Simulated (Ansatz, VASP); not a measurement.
## One calculation of Sn, two programs

File POSCAR:

```
Sn
1.0
   -2.9482820713      2.9504023647      1.5888172584
    2.9504023647     -2.9482820713      1.5888172584
    2.9460530987      2.9460530987     -1.5849306448
Sn
2
Direct
    0.0000251473      0.9999748527      0.0000000000
    0.7499748527      0.2500251473      0.5000000000
```

INCAR.step1

```
SYSTEM = Sn
  PREC = Accurate
  ENCUT = 520
  ISMEAR = 1
  SIGMA = 0.03
  LREAL = .FALSE.
  LASPH = .TRUE.
  NELM = 80
  NBANDS = 21
  GGA = PE
  ALGO = Normal
  EDIFF = 1E-4
  LWAVE = .TRUE.
  LCHARG = .FALSE.
```

INCAR.step2

```
SYSTEM = Sn
  PREC = Accurate
  ENCUT = 520
  EDIFF = 1E-6
  ISMEAR = 1
  SIGMA = 0.03
  LREAL = .FALSE.
  LASPH = .TRUE.
  NELM = 80
  ALGO = Normal
  ISIF = 2
  LWAVE = .FALSE.
  LCHARG = .FALSE.
  METAGGA = R2SCAN
  LMIXTAU = .TRUE.
  NBANDS = 21
  ISTART = 1
```

The input KPOINTS:

```
Automatic mesh
0
G
  11 11 8
  0 0 0
```

Input for Ansatz:

```yaml
crystal:
  lattice:
    - [-2.9482820713, 2.9504023647, 1.5888172584]
    - [2.9504023647, -2.9482820713, 1.5888172584]
    - [2.9460530987, 2.9460530987, -1.5849306448]
  atoms:
    - { symbol: Sn, position: [2.51473e-05, 0.9999748527, 0.0] }
    - { symbol: Sn, position: [0.7499748527, 0.2500251473, 0.5] }
hamiltonian:
  xc: r2scan
  pseudopotentials:
    kind: paw
    azcp:
      Sn: "pseudopotentials/Sn.paw.azcp"
basis:
  ecutwfc: 500
  fft_grid_basis: typed
kpoints:
  mp_grid: { grid: [11, 11, 8], shift: [0, 0, 0] }
magnetization:
  spin_polarized: false
scf:
  occupations: { method: methfessel_paxton, width: 0.03 }
  lower_state_search: "off"
output:
  stress: true
```

Alike in both runs: task single point; functional r2SCAN; k mesh 11 × 11 × 8; occupations methfessel-paxton of order 1, width 0.03 eV; no spin polarisation.

|  | VASP | Ansatz |
| --- | --- | --- |
| version | VASP 6.6.1 | Ansatz 0.2.0 |
| potentials or method | VASP PAW PBE potentials, release 64 (Sn_d), cutoff 520 eV | plane waves (500 eV) with PAW, scalar-relativistic |
| valence electrons in the cell | 28 | 28 |

|  | VASP | Ansatz | Ansatz less VASP |
| --- | --- | --- | --- |
| pressure (GPa) | 0.0 | 0.0 | +0.01 |
| traceless stress, the component that is largest in VASP (GPa) | -0.10 | -0.10 | 0.000 |

VASP's potentials were made for PBE, not for r2SCAN. With one functional, cell and mesh, what is left measures potentials, basis and numerics.
